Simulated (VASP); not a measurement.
# NiO (I4/mmm) in VASP: single point with r2SCAN

Aim: the single point of NiO with r2SCAN.

All numbers are computed with VASP 6.6.1; they aren't measurements. Logs are shortened: lines on timing, memory, paths and dates and some standing lists are left out, and cuts for length are marked.

### 1 The cell of the first run

Symmetry: I4/mmm, No. 139, tetragonal system. Conventional cell: a = 2.996 Å, b = 2.996 Å, c = 4.021 Å, α = 90.00°, β = 90.00°, γ = 90.00°. Within 2.7 Å of Ni (site symmetry 4/mmm) lie 6 O at 2.01 to 2.12 Å. Within 2.7 Å of O (site symmetry 4/mmm) lie 6 Ni at 2.01 to 2.12 Å.

### 2 Single point, r2SCAN, collinear spin, ferromagnetic start

The input, POSCAR:

```
NiO
1.0
    2.1183989554      2.1183989554      0.0000000000
   -2.1183989554      2.1183989554      0.0000000000
    0.0000000000      0.0000000000      4.0210531143
Ni O
2 2
Direct
    0.0000000000      0.0000000000      0.0000000000
    0.5000000000      0.5000000000      0.5000000000
    0.5000000000      0.5000000000      0.0000000000
    0.0000000000      0.0000000000      0.5000000000
```

The input, INCAR.step1:

```
SYSTEM = NiO
  ALGO = Normal
  EDIFF = 1E-4
  ENCUT = 520
  GGA = PE
  ISMEAR = 0
  ISPIN = 2
  LASPH = .TRUE.
  LCHARG = .FALSE.
  LMAXMIX = 4
  LREAL = .FALSE.
  LWAVE = .TRUE.
  MAGMOM = 1.82 1.82 0.31 0.31
  NBANDS = 28
  NELM = 150
  PREC = Accurate
  SIGMA = 0.02
```

The input, INCAR.step2:

```
SYSTEM = NiO
  ALGO = Normal
  EDIFF = 1E-6
  ENCUT = 520
  ISIF = 2
  ISMEAR = 0
  ISPIN = 2
  ISTART = 1
  LASPH = .TRUE.
  LCHARG = .FALSE.
  LMAXMIX = 4
  LMIXTAU = .TRUE.
  LORBIT = 11
  LREAL = .FALSE.
  LWAVE = .FALSE.
  MAGMOM = 1.82 1.82 0.31 0.31
  METAGGA = R2SCAN
  NBANDS = 28
  NELM = 150
  PREC = Accurate
  SIGMA = 0.02
```

The input, KPOINTS:

```
k-points
0
G
  10 10 8
  0 0 0
```

Potentials or basis: VASP PAW PBE potentials, release 64 (Ni, O).

Started as:

```console
$ cat potpaw_PBE.64/Ni/POTCAR potpaw_PBE.64/O/POTCAR > POTCAR
$ cp INCAR.step1 INCAR
$ mpirun -np 1 vasp_std > vasp.out
$ cp INCAR.step2 INCAR
$ mpirun -np 1 vasp_std > vasp.out
```

OUTCAR:

```text
SYSTEM = NiO
   EDIFF = 1E-6
   ENCUT = 520
   ISIF = 2
   ISMEAR = 0
   ISPIN = 2
   ISTART = 1
   LASPH = .TRUE.
   LORBIT = 11
   LREAL = .FALSE.
   METAGGA = R2SCAN
   NELM = 150
   PREC = Accurate

 ion  position               nearest neighbor table
   1  0.000  0.000  0.000-   4 2.01   4 2.01   3 2.12   3 2.12   3 2.12   3 2.12   2 2.92   2 2.92
                             2 2.92   2 2.92   2 2.92   2 2.92   2 2.92   2 2.92
   2  0.500  0.500  0.500-   3 2.01   3 2.01   4 2.12   4 2.12   4 2.12   4 2.12   1 2.92   1 2.92
                             1 2.92   1 2.92   1 2.92   1 2.92   1 2.92   1 2.92
   3  0.500  0.500  0.000-   2 2.01   2 2.01   1 2.12   1 2.12   1 2.12   1 2.12
   4  0.000  0.000  0.500-   1 2.01   1 2.01   2 2.12   2 2.12   2 2.12   2 2.12

  LATTYP: Found a simple tetragonal cell.
 ALAT       =     2.9958685332
 C/A-ratio  =     1.3421994556

  Lattice vectors:

 A1 = (   2.1183989554,   2.1183989554,   0.0000000000)
 A2 = (  -2.1183989554,   2.1183989554,   0.0000000000)
 A3 = (   0.0000000000,   0.0000000000,   4.0210531143)

Analysis of symmetry for initial positions (statically):
=====================================================================
 Subroutine PRICEL returns following result:

  LATTYP: Found a body centered tetragonal cell.
 ALAT       =     2.9958685332
 C/A-ratio  =     1.3421994556
[... 12 lines left out ...]
 Subroutine GETGRP returns: Found 16 space group operations
 (whereof 16 operations were pure point group operations)
 out of a pool of 16 trial point group operations.

The static configuration has the point symmetry D_4h.

Analysis of symmetry for dynamics (positions and initial velocities):
=====================================================================
 Subroutine PRICEL returns following result:

  LATTYP: Found a body centered tetragonal cell.
 ALAT       =     2.9958685332
 C/A-ratio  =     1.3421994556
[... 12 lines left out ...]
 Subroutine GETGRP returns: Found 16 space group operations
 (whereof 16 operations were pure point group operations)
 out of a pool of 16 trial point group operations.

The dynamic configuration has the point symmetry D_4h.

Analysis of structural, dynamic, and magnetic symmetry:
=====================================================================
 Subroutine PRICEL returns following result:

  LATTYP: Found a body centered tetragonal cell.
 ALAT       =     2.9958685332
 C/A-ratio  =     1.3421994556
[... 12 lines left out ...]
 Subroutine GETGRP returns: Found 16 space group operations
 (whereof 16 operations were pure point group operations)
 out of a pool of 16 trial point group operations.

The overall configuration has the point symmetry D_4h.

 Subroutine INISYM returns: Found 16 space group operations
 (whereof 16 operations are pure point group operations),
 and found     2 'primitive' translations

----------------------------------------------------------------------------------------

                                     Primitive cell

  volume of cell :      18.0449

  direct lattice vectors                    reciprocal lattice vectors
     0.000000000 -2.118398955 -2.010526557     0.236027307 -0.236027307 -0.248691070
     0.000000000  2.118398955 -2.010526557     0.236027307  0.236027307 -0.248691070
     2.118398955  0.000000000  2.010526557     0.472054613  0.000000000  0.000000000

  length of vectors
     2.920587470  2.920587470  2.920587470     0.416251159  0.416251159  0.472054613

  position of ions in fractional coordinates (direct lattice)
     0.000000000  0.000000000  0.000000000
     0.500000000  0.500000000  0.000000000

  ion indices of the primitive-cell ions
   primitive index   ion index
                 1           1
                 2           4

----------------------------------------------------------------------------------------

 KPOINTS: k-points

Automatic generation of k-mesh.
 Grid dimensions read from file:
 generate k-points for:   10   10    8

 Generating k-lattice:

  Cartesian coordinates                     Fractional coordinates (reciprocal lattice)
     0.023602731  0.023602731  0.000000000     0.100000000  0.000000000  0.000000000
    -0.023602731  0.023602731  0.000000000     0.000000000  0.100000000  0.000000000
     0.000000000  0.000000000  0.031086384     0.000000000  0.000000000  0.125000000

  Length of vectors
     0.033379302  0.033379302  0.031086384

  Shift w.r.t. Gamma in fractional coordinates (k-lattice)
     0.000000000  0.000000000  0.000000000

 Subroutine IBZKPT returns following result:
 ===========================================

 Found    105 irreducible k-points:

 Following reciprocal coordinates:
            Coordinates               Weight
  0.000000  0.000000  0.000000      1.000000
  0.100000  0.000000  0.000000      4.000000
  0.200000  0.000000  0.000000      4.000000
  0.300000  0.000000  0.000000      4.000000
  0.400000  0.000000  0.000000      4.000000
  0.500000  0.000000  0.000000      2.000000
[... 16 lines left out ...]
  0.100000  0.000000  0.125000      8.000000
  0.200000  0.000000  0.125000      8.000000
 [... further k-points ...]
   k-points           NKPTS =    105   k-points in BZ     NKDIM =    105   number of bands    NBANDS=     28
   number of dos      NEDOS =    301   number of ions     NIONS =      4
   total plane-waves  NPLWV =  17280
   dimension x,y,z NGX =    24 NGY =   24 NGZ =   30
   dimension x,y,z NGXF=    48 NGYF=   48 NGZF=   60
   ions per type =               2   2
   NGX,Y,Z   is equivalent  to a cutoff of  13.32, 13.32, 12.40 a.u.
   NGXF,Y,Z  is equivalent  to a cutoff of  26.64, 26.64, 24.81 a.u.
 SYSTEM =  NiO
   PREC   = accura    normal or accurate (medium, high low for compatibility)
   ISTART =      1    job   : 0-new  1-cont  2-samecut
   ICHARG =      0    charge: 1-file 2-atom 10-const
   ISPIN  =      2    spin polarized calculation?
   LNONCOLLINEAR =      F non collinear calculations
   LSORBIT =      F    spin-orbit coupling
   LASPH  =      T    aspherical Exc in radial PAW
   ENCUT  =  520.0 eV  38.22 Ry    6.18 a.u.   5.57  5.57  7.48*2*pi/ulx,y,z
   NELM   =    150;   NELMIN=  2; NELMDL=  0     # of ELM steps
   EDIFF  = 0.1E-05   stopping-criterion for ELM
   LREAL  =      F    real-space projection
   EDIFFG = 0.1E-04   stopping-criterion for IOM
   NSW    =      0    number of steps for IOM
   IBRION =     -1    ionic relax: 0-MD 1-quasi-New 2-CG
   NFREE  =      0    steps in history (QN), initial steepest desc. (CG)
   ISIF   =      2    stress and relaxation
   ISYM   =      2    0-nonsym 1-usesym 2-fastsym
   POTIM  = 0.5000    time-step for ionic-motion
   TEBEG  =    0.0;   TEEND  =   0.0 temperature during run
   PSTRESS=    0.0 pullay stress
   NELECT =      32.0000    total number of electrons
   NUPDOWN=      -1.0000    fix difference up-down
   EMIN   =  10.00;   EMAX   =-10.00  energy-range for DOS
   EFERMI =   0.00;   METHOD = LEGACY
   ISMEAR =     0;   SIGMA  =   0.02  broadening in eV -4-tet -1-fermi 0-gaus
   EFERMI_NEDOS =   21; number of points for ismear=-14 and -15
   IALGO  =     38    algorithm
   IMIX   =      4    mixing-type and parameters
     AMIX     =   0.40;   BMIX     =  1.00
     AMIX_MAG =   1.60;   BMIX_MAG =  1.00
  volume/ion in A,a.u.               =       9.02        60.89
  Fermi-wavevector in a.u.,A,eV,Ry     =   1.572762  2.972090 33.655110  2.473581
  Thomas-Fermi vector in A             =   2.674148
   LORBIT       =     11    0 simple, 1 ext, 2 COOP (PROOUT), +10 PAW based schemes
   METAGGA = R2SCAN    functional components
   LHFCALC =     F    Hartree Fock is set to
   AEXX    =    0.0000 exact exchange contribution
   IVDW    =     0    specifies the selected vdW correction
   LEPSILON=     F    determine dielectric tensor
   LRPA    =     F    only Hartree local field effects (RPA)
 spin polarized calculation
 Gauss-broadening in eV      SIGMA  =   0.02
  energy-cutoff  :      520.00
  volume of cell :       36.09
 maximum number of plane-waves:       991
 NGX is ok and might be reduce to    24
   NGX = 11   NGY = 11   NGZ = 15

 number of electron      31.9999966 magnetization       4.0002538

 Free energy of the ion-electron system (eV)
  ---------------------------------------------------
  ext. energy  EPLUGINS =         0.00000000
  ---------------------------------------------------
  free energy    TOTEN  =       -40.15023231 eV

  energy without entropy =      -40.15023231  energy(sigma->0) =      -40.15023231

 E-fermi :   8.0939     XC(G=0): -13.4639

 val. band max:        7.8879583876   @ k =   0.5000   0.0000   0.5000
 cond. band min:       8.2642907000   @ k =   0.0000   0.0000   0.0000
 fundamental gap:      0.3763323124
 Fermi energy:         8.0938510723

 spin component 1

 k-point     1 :       0.0000    0.0000    0.0000
  band No.  band energies     occupation
      1     -13.5459      1.00000
      2     -12.0743      1.00000
      3       0.8717      1.00000
      4       3.3122      1.00000
      5       3.3122      1.00000
      6       3.5852      1.00000
[... 733 lines left out ...]
     27      26.2082      0.00000
     28      29.1782      0.00000

 [... further k-points ...]

 spin component 2

 k-point     1 :       0.0000    0.0000    0.0000
  band No.  band energies     occupation
      1     -13.0101      1.00000
      2     -11.3819      1.00000
      3       1.3043      1.00000
      4       3.9159      1.00000
      5       3.9159      1.00000
      6       4.5128      1.00000
[... 733 lines left out ...]
     27      26.7683      0.00000
     28      29.7822      0.00000

 [... further k-points ...]
[... 5 lines left out ...]
  --------------------------------------------------------------------------------------
  -------------------------------------------------------------------------------------
  Total       -0.0112546     -0.0112546      3.5880465      0.0000000     -0.0000000      0.0000000
  in kB       -0.4996396     -0.4996396    159.2881001      0.0000000     -0.0000000      0.0000000
  external PRESSURE =      52.7629403 kB  Pullay stress =       0.0000000 kB

 VOLUME and BASIS-vectors are now :
 -----------------------------------------------------------------------------
  energy-cutoff  :      520.00
  volume of cell :       36.09
      direct lattice vectors                 reciprocal lattice vectors
     2.118398955  2.118398955  0.000000000     0.236027307  0.236027307  0.000000000
    -2.118398955  2.118398955  0.000000000    -0.236027307  0.236027307  0.000000000
     0.000000000  0.000000000  4.021053114     0.000000000  0.000000000  0.248691070

 POSITION                                       TOTAL-FORCE (eV/Angst)
 -----------------------------------------------------------------------------------
      0.00000      0.00000      0.00000         0.000000      0.000000     -0.000000
      0.00000      2.11840      2.01053        -0.000000      0.000000     -0.000000
      0.00000      2.11840      0.00000        -0.000000      0.000000     -0.000000
      0.00000      0.00000      2.01053         0.000000     -0.000000      0.000000
 -----------------------------------------------------------------------------------
    total drift:                                0.000000     -0.000000     -0.000000

  FREE ENERGIE OF THE ION-ELECTRON SYSTEM (eV)
  ---------------------------------------------------
  free  energy   TOTEN  =       -40.1502323087 eV

  energy  without entropy=      -40.1502323087  energy(sigma->0) =      -40.15023231

 total charge

# of ion       s       p       d       tot
------------------------------------------
    1        0.343   0.432   8.183   8.959
    2        0.343   0.432   8.183   8.959
    3        1.555   3.504   0.000   5.059
    4        1.555   3.504   0.000   5.059
--------------------------------------------------
tot          3.797   7.872  16.366  28.034

 magnetization (x)

# of ion       s       p       d       tot
------------------------------------------
    1        0.013   0.012   1.666   1.690
    2        0.013   0.012   1.666   1.690
    3        0.029   0.250   0.000   0.278
    4        0.029   0.250   0.000   0.278
--------------------------------------------------
tot          0.083   0.523   3.331   3.937
```

It took 9.5 min on 1 thread of Intel Xeon 8259CL, shared host; peak memory 0.28 GiB.

What came out:

* Free energy: -40.1502 eV
* Pressure: 5.3 GPa
* Band gap on the k mesh: 0.38 eV
* Net moment: 4.00 μB per cell
* Site moments: Ni +1.69; O +0.28 μB
* Valence electrons inside the program's atomic spheres: Ni 8.96; O 5.06

Levels at points of the mesh, in eV from the valence-band top:
Spin up:
```csv
k point,band 16,band 17,band 18,band 19,band 20,band 21
"(0.00, 0.00, 0.00)",-3.02,-2.39,-2.39,2.05,6.66,11.99
"(0.50, 0.00, 0.00)",-2.14,-0.68,-0.68,7.53,7.53,11.40
"(0.50, 0.50, 0.00)",-2.48,-2.35,-2.35,6.69,6.69,11.22
"(0.00, 0.00, 0.50)",-1.92,-1.92,-1.92,6.23,6.23,13.63
"(0.50, 0.00, 0.50)",-0.38,0.00,0.00,6.12,6.12,10.82
"(0.50, 0.50, 0.50)",-2.30,-1.83,-1.83,9.43,9.43,11.16
```
Spin down:
| k point | band 11 | band 12 | band 13 | band 14 | band 15 | band 16 | band 17 | band 18 |
| --- | --- | --- | --- | --- | --- | --- | --- | --- |
| (0.00, 0.00, 0.00) | -2.32 | -2.32 | -1.41 | -1.41 | 0.38 | 0.46 | 0.96 | 1.62 |
| (0.50, 0.00, 0.00) | -1.46 | -1.46 | -1.23 | -1.23 | 1.53 | 1.53 | 3.00 | 3.00 |
| (0.50, 0.50, 0.00) | -1.52 | -1.52 | -1.37 | -1.37 | 0.90 | 0.90 | 1.52 | 1.52 |
| (0.00, 0.00, 0.50) | -1.00 | -1.00 | -0.99 | -0.99 | 0.66 | 0.66 | 1.51 | 1.51 |
| (0.50, 0.00, 0.50) | -1.35 | -1.35 | -1.08 | -1.08 | 3.04 | 3.04 | 3.54 | 3.54 |
| (0.50, 0.50, 0.50) | -1.38 | -1.38 | -1.38 | -1.38 | 1.24 | 1.24 | 2.16 | 2.16 |

Caveat: the cell stands under pressure; the PAW data sets were made with another functional, which shifts forces and pressure a little.
